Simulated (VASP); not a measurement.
# Fe (P6/mmm) in VASP: single point with PBE

Aim: the single point of Fe with PBE.

All numbers are computed with VASP 6.6.1; they aren't measurements. Logs are shortened: lines on timing, memory, paths and dates and some standing lists are left out, and cuts for length are marked.

### 1 The cell of the first run

It takes space group P6/mmm (No. 191, hexagonal). Conventional cell: a = 4.031 Å, b = 4.031 Å, c = 2.495 Å, α = 90.00°, β = 90.00°, γ = 120.00°. Fe (site symmetry 6/mmm) has 14 Fe at 2.49 to 2.64 Å within 3.3 Å. Fe (site symmetry -6m2) has 11 Fe at 2.33 to 2.64 Å within 3.1 Å.

### 2 Single point, PBE, collinear spin, ferromagnetic start (Ti replaced by Fe, lengths x 0.895, strained)

Contents of INCAR:

```
SYSTEM = Fe
PREC = Accurate ; ENCUT = 520
EDIFF = 1E-7 ; ISMEAR = 0
SIGMA = 0.1 ; LREAL = .FALSE.
LASPH = .TRUE. ; NELM = 150
ALGO = Normal ; ISIF = 2
LWAVE = .FALSE. ; LCHARG = .TRUE.
ISPIN = 2 ; MAGMOM = 4 4 4
LORBIT = 11 ; LMAXMIX = 4
GGA = PE ; LELF = .TRUE.
LVHAR = .TRUE. ; NBANDS = 23
```

Contents of KPOINTS:

```
Automatic mesh
0
G
  6 6 8
  0 0 0
```

Contents of POSCAR:

```
Fe
1.0
    4.0313070708      0.0000000000      0.0000000000
   -2.0156535354      3.4912143338      0.0000000000
    0.0000000000      0.0000000000      2.4945310889
Fe
3
Direct
    0.0000000000      0.0000000000      0.0000000000
    0.3333333300      0.6666666700      0.5000000000
    0.6666666700      0.3333333300      0.5000000000
```

Potentials or basis: VASP PAW PBE potentials, release 64 (Fe).

Launch:

```console
> cat potpaw_PBE.64/Fe/POTCAR > POTCAR
> mpirun -np 1 vasp_std > vasp.out
```

OUTCAR:

```text
SYSTEM = Fe
   PREC = Accurate
   ENCUT = 520
   EDIFF = 1E-7
   ISMEAR = 0
   LREAL = .FALSE.
   LASPH = .TRUE.
   NELM = 150
   ISIF = 2
   ISPIN = 2
   LORBIT = 11
   GGA = PE

 ion  position               nearest neighbor table
   1  0.000  0.000  0.000-   2 2.64   3 2.64   2 2.64   3 2.64   3 2.64   3 2.64   2 2.64   2 2.64
                             3 2.64   3 2.64   2 2.64   2 2.64
   2  0.333  0.667  0.500-   3 2.33   3 2.33   3 2.33   1 2.64   1 2.64   1 2.64   1 2.64   1 2.64
                             1 2.64
   3  0.667  0.333  0.500-   2 2.33   2 2.33   2 2.33   1 2.64   1 2.64   1 2.64   1 2.64   1 2.64
                             1 2.64

  LATTYP: Found a hexagonal cell.
 ALAT       =     4.0313070708
 C/A-ratio  =     0.6187896494

  Lattice vectors:

 A1 = (   4.0313070708,   0.0000000000,   0.0000000000)
 A2 = (  -2.0156535354,   3.4912143338,   0.0000000000)
 A3 = (   0.0000000000,   0.0000000000,   2.4945310889)

Analysis of symmetry for initial positions (statically):
=====================================================================
 Subroutine PRICEL returns:
 Original cell was already a primitive cell.

 Routine SETGRP: Setting up the symmetry group for a
 hexagonal supercell.

 Subroutine GETGRP returns: Found 24 space group operations
 (whereof 24 operations were pure point group operations)
 out of a pool of 24 trial point group operations.

The static configuration has the point symmetry D_6h.

Analysis of symmetry for dynamics (positions and initial velocities):
=====================================================================
 Subroutine PRICEL returns:
 Original cell was already a primitive cell.

 Routine SETGRP: Setting up the symmetry group for a
 hexagonal supercell.

 Subroutine GETGRP returns: Found 24 space group operations
 (whereof 24 operations were pure point group operations)
 out of a pool of 24 trial point group operations.

The dynamic configuration has the point symmetry D_6h.

Analysis of structural, dynamic, and magnetic symmetry:
=====================================================================
 Subroutine PRICEL returns:
 Original cell was already a primitive cell.

 Routine SETGRP: Setting up the symmetry group for a
 hexagonal supercell.

 Subroutine GETGRP returns: Found 24 space group operations
 (whereof 24 operations were pure point group operations)
 out of a pool of 24 trial point group operations.

The overall configuration has the point symmetry D_6h.

 Subroutine INISYM returns: Found 24 space group operations
 (whereof 24 operations are pure point group operations),
[... 124 lines left out ...]
   LHFCALC =     F    Hartree Fock is set to
   AEXX    =    0.0000 exact exchange contribution
   IVDW    =     0    specifies the selected vdW correction
   LEPSILON=     F    determine dielectric tensor
   LRPA    =     F    only Hartree local field effects (RPA)
 spin polarized calculation
 Gauss-broadening in eV      SIGMA  =   0.10
  energy-cutoff  :      520.00
  volume of cell :       35.11
 maximum number of plane-waves:       957
 NGX is ok and might be reduce to    30
   NGX = 15   NGY = 15   NGZ =  9

 number of electron      24.0000000 magnetization      12.0000000

 number of electron      24.0000019 magnetization       7.3023423

 Free energy of the ion-electron system (eV)
  ---------------------------------------------------
  ext. energy  EPLUGINS =         0.00000000
  ---------------------------------------------------
  free energy    TOTEN  =       -23.93545100 eV

  energy without entropy =      -23.91054886  energy(sigma->0) =      -23.92299993

 E-fermi :   5.7337     XC(G=0): -12.9254

 val. band max:        5.7292557407   @ k =   0.3333   0.0000   0.3750
 cond. band min:       5.7378299488   @ k =   0.1667  -0.0000   0.5000
 fundamental gap:      0.0085742081
 Fermi energy:         5.7336838135

 spin component 1

 k-point     1 :       0.0000    0.0000    0.0000
  band No.  band energies     occupation
      1      -2.7685      1.00000
      2       1.3097      1.00000
      3       2.4969      1.00000
      4       2.4969      1.00000
      5       2.7212      1.00000
      6       2.7212      1.00000
[... 613 lines left out ...]
     22      18.5340      0.00000
     23      19.0337      0.00000

 [... further k-points ...]

 spin component 2

 k-point     1 :       0.0000    0.0000    0.0000
  band No.  band energies     occupation
      1      -2.5000      1.00000
      2       2.8354      1.00000
      3       4.1538      1.00000
      4       4.1538      1.00000
      5       4.1615      1.00000
      6       4.1615      1.00000
[... 613 lines left out ...]
     22      19.3637      0.00000
     23      19.8290      0.00000

 [... further k-points ...]

------------------------ aborting loop because EDIFF is reached ----------------------------------------

  FORCE on cell =-STRESS in cart. coord.  units (eV):
  Direction    XX          YY          ZZ          XY          YZ          ZX
  --------------------------------------------------------------------------------------
  -------------------------------------------------------------------------------------
  Total        3.0327113      3.0327113     -2.6982684      0.0000000      0.0000000      0.0000000
  in kB      138.3981693    138.3981693   -123.1358238      0.0000000      0.0000000      0.0000000
  external PRESSURE =      51.2201716 kB  Pullay stress =       0.0000000 kB

 VOLUME and BASIS-vectors are now :
 -----------------------------------------------------------------------------
  energy-cutoff  :      520.00
  volume of cell :       35.11
      direct lattice vectors                 reciprocal lattice vectors
     4.031307071  0.000000000  0.000000000     0.248058504  0.143216644  0.000000000
    -2.015653535  3.491214334  0.000000000     0.000000000  0.286433288  0.000000000
     0.000000000  0.000000000  2.494531089     0.000000000  0.000000000  0.400876944

 POSITION                                       TOTAL-FORCE (eV/Angst)
 -----------------------------------------------------------------------------------
      0.00000      0.00000      0.00000         0.000000      0.000000      0.000000
     -0.00000      2.32748      1.24727        -0.000000      0.000000      0.000000
      2.01565      1.16374      1.24727         0.000000     -0.000000     -0.000000
 -----------------------------------------------------------------------------------
    total drift:                               -0.000000      0.000000      0.000000

  FREE ENERGIE OF THE ION-ELECTRON SYSTEM (eV)
  ---------------------------------------------------
  free  energy   TOTEN  =       -23.9354510049 eV

  energy  without entropy=      -23.9105488622  energy(sigma->0) =      -23.92299993

 total charge

# of ion       s       p       d       tot
------------------------------------------
    1        0.466   0.503   6.173   7.141
    2        0.498   0.518   6.264   7.280
    3        0.498   0.518   6.264   7.280
--------------------------------------------------
tot          1.461   1.538  18.701  21.701

 magnetization (x)

# of ion       s       p       d       tot
------------------------------------------
    1       -0.010  -0.044   2.689   2.635
    2       -0.013  -0.031   2.360   2.317
    3       -0.013  -0.031   2.360   2.317
--------------------------------------------------
tot         -0.035  -0.106   7.409   7.269
```

OSZICAR:

```text
N       E                     dE             d eps       ncg     rms          rms(c)
DAV:   1     0.152210784891E+03    0.15221E+03   -0.11075E+04  3364   0.139E+03
DAV:   2    -0.185543696710E+02   -0.17077E+03   -0.15776E+03  3220   0.266E+02
DAV:   3    -0.252462100345E+02   -0.66918E+01   -0.62855E+01  3696   0.758E+01
[... 11 lines left out ...]
DAV:  15    -0.239354564563E+02   -0.12459E-03   -0.30229E-04  4750   0.402E-01    0.728E-02
DAV:  16    -0.239354422996E+02    0.14157E-04   -0.61249E-05  3687   0.809E-02    0.742E-02
DAV:  17    -0.239354536585E+02   -0.11359E-04   -0.12721E-05  4406   0.969E-02    0.184E-02
DAV:  18    -0.239354509139E+02    0.27445E-05   -0.47120E-06  5059   0.267E-02    0.583E-03
DAV:  19    -0.239354510049E+02   -0.90995E-07   -0.45014E-07  3600   0.118E-02
   1 F= -.23935451E+02 E0= -.23923000E+02  d E =-.249021E-01  mag=     7.3023
```

Run time: 1.7 min. Hardware: 1 thread of Intel Xeon Platinum 8259CL at 2.50GHz (Skylake/Cascade Lake), shared host; peak memory 0.18 GiB.

Results:

```
Free energy                                           : -23.9355 eV
Pressure                                              : 5.1 GPa
Net moment                                            : 7.30 μB per cell
Site moments                                          : Fe +2.63, +2.32 μB
Valence electrons inside the program's atomic spheres : Fe 7.14, 7.28
```

Levels at points of the mesh, in eV from the Fermi level:
Spin up:
| k point | band 14 | band 15 | band 16 | band 17 | band 18 | band 19 |
| --- | --- | --- | --- | --- | --- | --- |
| (0.00, 0.00, 0.00) | -1.76 | -0.45 | -0.45 | 6.48 | 6.48 | 6.52 |
| (0.50, 0.00, 0.00) | -0.82 | -0.74 | -0.15 | -0.10 | 0.36 | 6.98 |
| (0.00, 0.00, 0.50) | -0.41 | 0.39 | 1.06 | 2.06 | 9.64 | 10.27 |
| (0.50, 0.00, 0.50) | -0.44 | 0.16 | 1.74 | 2.14 | 5.22 | 5.97 |
Spin down:
| k point | band 6 | band 7 | band 8 | band 9 | band 10 | band 11 |
| --- | --- | --- | --- | --- | --- | --- |
| (0.00, 0.00, 0.00) | -1.57 | -1.13 | -0.42 | 0.27 | 0.27 | 0.98 |
| (0.50, 0.00, 0.00) | -1.38 | -0.64 | -0.49 | 0.26 | 0.55 | 1.09 |
| (0.00, 0.00, 0.50) | -2.35 | 0.04 | 0.04 | 0.31 | 0.31 | 1.95 |
| (0.50, 0.00, 0.50) | -1.44 | -0.31 | -0.09 | 0.01 | 0.15 | 1.07 |

Caveat: the cell differs from its parent crystal (Ti replaced by Fe, lengths x 0.895, strained).
